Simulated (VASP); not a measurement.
Input of a VASP 6.6.1 run:

INCAR

```
SYSTEM = Si16HC16
PREC = Accurate
ENCUT = 520
EDIFF = 1E-7
ISMEAR = 0
SIGMA = 0.02
LREAL = Auto
LASPH = .TRUE.
NELM = 100
ALGO = Normal
ISIF = 2
LWAVE = .FALSE.
LCHARG = .TRUE.
GGA = PE
LELF = .TRUE.
LVHAR = .TRUE.
NBANDS = 86
NELECT = 128.0
```

KPOINTS

```
regular mesh
0
G
  2 2 2
  0 0 0
```

File POSCAR:

```
Si16HC16
1.0
    3.0941201811     -5.3591733586      0.0000000000
   -6.1882403624      0.0000000001      0.0000000000
    0.0000000000      0.0000000000    -10.1293391981
Si C H
16 16 1
Direct
    0.3409145176      0.1746052877      0.0638622113
    0.8301983725      0.1744711704      0.0636662459
    0.3341621702      0.6718450918      0.0629923618
    0.8357738592      0.6746911109      0.0618066971
    0.1630378309      0.3296965734      0.5606789238
    0.6638645108      0.3316336245      0.5610803320
    0.1653073974      0.8306758712      0.5591207767
    0.6612975104      0.8307513399      0.5590499922
    0.4983309592      0.5018626775      0.3114182414
    0.9997353401      0.5017410620      0.3114165631
    0.4987256096      1.0012881870      0.3114297920
    0.9994987364      1.0029040321      0.3118929022
    0.5023285906      0.5001809640      0.8125578420
    0.9939726976      0.4998923445      0.8125874590
    0.4981729124      1.0009331408      0.8125305944
    0.9843982732      0.9737420027      0.8002380848
    0.3324667595      0.1687992141      0.2502019086
    0.8324438680      0.1687149029      0.2501138476
    0.3323794326      0.6685236300      0.2502409042
    0.8337453747      0.6711364050      0.2498791827
    0.1613924279      0.3264872484      0.7584210430
    0.6640128546      0.3319724919      0.7495503755
    0.1666036794      0.8282591668      0.7477158038
    0.6570541321      0.8283174457      0.7476463027
   -0.0030642786     -0.0021316635      0.5004963207
    0.4976970927     -0.0004968103      0.4987021267
   -0.0025160597      0.4973055067      0.5002123930
    0.4960843440      0.4974167776      0.5001560221
    0.0080592653      0.0196844868      0.9935104159
    0.4998836240      0.0035276602      0.9993252079
    0.0001645776      0.5077762076      0.9994738849
    0.5043165838      0.5079715614      0.9995022185
    1.1128072561      1.2242875107      0.8940917885
```

Potentials or basis: VASP PAW PBE potentials, release 64 (Si, C, H).

Run with:

```console
$ cat potpaw_PBE.64/Si/POTCAR potpaw_PBE.64/C/POTCAR potpaw_PBE.64/H/POTCAR > POTCAR
$ mpirun -np 1 vasp_std > vasp.out
```

Problem. Estimate the largest force.

Solution. 0.134 eV/Å.

Forces in eV/Å, atoms in the order of the input:
```
Si  -0.002 -0.011 -0.005
Si  -0.020  0.014 -0.016
Si   0.000  0.002 -0.001
Si   0.007  0.013 -0.007
Si  -0.011 -0.004  0.006
Si  -0.004 -0.006  0.000
Si  -0.006 -0.001  0.001
Si  -0.003 -0.006  0.001
Si  -0.006 -0.002  0.000
Si  -0.005 -0.005 -0.002
Si  -0.003 -0.001 -0.003
Si  -0.004 -0.004 -0.012
Si   0.002  0.015  0.007
Si   0.004 -0.008  0.008
Si   0.002  0.002  0.007
Si   0.001 -0.025  0.015
C    0.003 -0.002  0.002
C    0.002 -0.001  0.003
C    0.003 -0.001  0.002
C   -0.004 -0.002  0.006
C    0.007  0.005  0.028
C   -0.002 -0.005  0.004
C    0.000  0.003  0.006
C    0.007  0.006  0.011
C   -0.001 -0.004  0.008
C   -0.001 -0.014 -0.001
C   -0.011 -0.001  0.008
C    0.001 -0.012  0.007
C   -0.007 -0.008  0.012
C    0.000 -0.003 -0.001
C   -0.007 -0.005  0.001
C    0.001  0.003  0.005
H    0.059  0.064 -0.102
```

Caveat: the k points lie up to 0.59 Å⁻¹ apart; the cell carries a net charge on a neutralising background, which shifts energy and pressure.
